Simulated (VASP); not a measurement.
A run of VASP 6.6.1:

INCAR

```
SYSTEM = Ge
PREC     = Accurate       ! precision mode
ENCUT    = 520            ! plane-wave cutoff, eV
EDIFF    = 1E-6           ! SCF threshold, eV
ISMEAR   = -1             ! smearing method
SIGMA    = 0.04           ! smearing width, eV
LREAL    = .False.        ! projectors in reciprocal space
LASPH    = .True.         ! aspherical terms in the spheres
NELM     = 80             ! most SCF steps
ALGO     = Normal         ! electronic algorithm
ISIF     = 2              ! what is computed and relaxed
LWAVE    = .False.        ! write WAVECAR
LCHARG   = .True.         ! write CHGCAR
GGA      = PE             ! functional
LELF     = .True.         ! ELF
LVHAR    = .True.       
NBANDS   = 21             ! bands
```

Contents of KPOINTS:

```
Automatic mesh
0
Gamma
  3 3 3
  0 0 0
```

The input POSCAR:

```
Ge
1.0
    0.0000000000      2.8289100000      2.8289100000
    2.8289100000      0.0000000000      2.8289100000
    2.8289100000      2.8289100000      0.0000000000
Ge
2
Direct
    0.7500000000      0.7500000000      0.7500000000
    0.5000000000      0.5000000000      0.5000000000
```

Potentials or basis: VASP PAW PBE potentials, release 64 (Ge_d).

Launch:

```bash
$ cat potpaw_PBE.64/Ge_d/POTCAR > POTCAR
$ mpirun -np 1 vasp_std > vasp.out
```

Hardware: 1 thread of Intel(R) Xeon(R) Platinum 8488C (Sapphire Rapids), on a shared host.

Q: Estimate the wall time of this run.

A: It took 4.8 s on 1 thread of Intel(R) Xeon(R) Platinum 8488C (Sapphire Rapids), on a shared host, peak memory 0.15 GiB. Counts: scf iterations 12, k points 4.
